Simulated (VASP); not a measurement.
Set up this calculation in VASP 6.6.1, as the native input.

* Task: single point
* Functional: PBE
* Potentials or basis: VASP PAW PBE potentials, release 64 (Rb_sv, O, Rh_pv)
* Cutoff: 520 eV
* k mesh: 5 × 5 × 5
* Occupations: fermi-dirac, width 0.0363 eV
* Spin: no spin polarisation
* Dipole correction: no
* Further INCAR settings: ALGO = Normal; EDIFF = 1e-06; NBANDS = 30

The structure of Rb2RhO2 lies in POSCAR:

```
Rb2RhO2
1.0
    0.0000000000      4.1405850000      0.0000000000
    4.1405850000      0.0000000000      0.0000000000
    2.0702920000      2.0702920000     -6.5329000000
Rb O Rh
2 2 1
Direct
    0.3451000000      0.3451000000      0.3098000000
    0.6549000000      0.6549000000      0.6902000000
    0.1273000000      0.1273000000      0.7454000000
    0.8727000000      0.8727000000      0.2546000000
    0.0000000000      0.0000000000      0.0000000000
```

These files were run (other wordings do the same):

INCAR

```
SYSTEM = Rb2RhO2
PREC = Accurate ; ENCUT = 520
EDIFF = 1E-6 ; ISMEAR = -1
SIGMA = 0.0363 ; LREAL = .FALSE.
LASPH = .TRUE. ; NELM = 60
ALGO = Normal ; ISIF = 2
LWAVE = .FALSE. ; LCHARG = .TRUE.
GGA = PE ; LELF = .TRUE.
LVHAR = .TRUE. ; NBANDS = 30
```

KPOINTS

```
regular mesh
0
G
  5 5 5
  0 0 0
```

Potentials or basis: VASP PAW PBE potentials, release 64 (Rb_sv, O, Rh_pv).

The run is started by

```bash
$ cat potpaw_PBE.64/Rb_sv/POTCAR potpaw_PBE.64/O/POTCAR potpaw_PBE.64/Rh_pv/POTCAR > POTCAR
$ mpirun -np 1 vasp_std > vasp.out
```

It gave:

```json
{
  "Pressure": "13.0 GPa",
  "Largest force": "6.601 eV/Å",
  "Band gap on the k mesh": "zero (an odd number of electrons rules out a gap without spin polarisation)"
}
```

Caveat: the cell stands under pressure; an odd number of electrons without spin polarisation forces a metal; a magnetic or distorted state may lie lower.

It took 53 s on 1 thread of Intel(R) Xeon(R) Platinum 8259CL CPU @ 2.50GHz (Skylake/Cascade Lake) (shared host), peak memory 0.25 GiB.
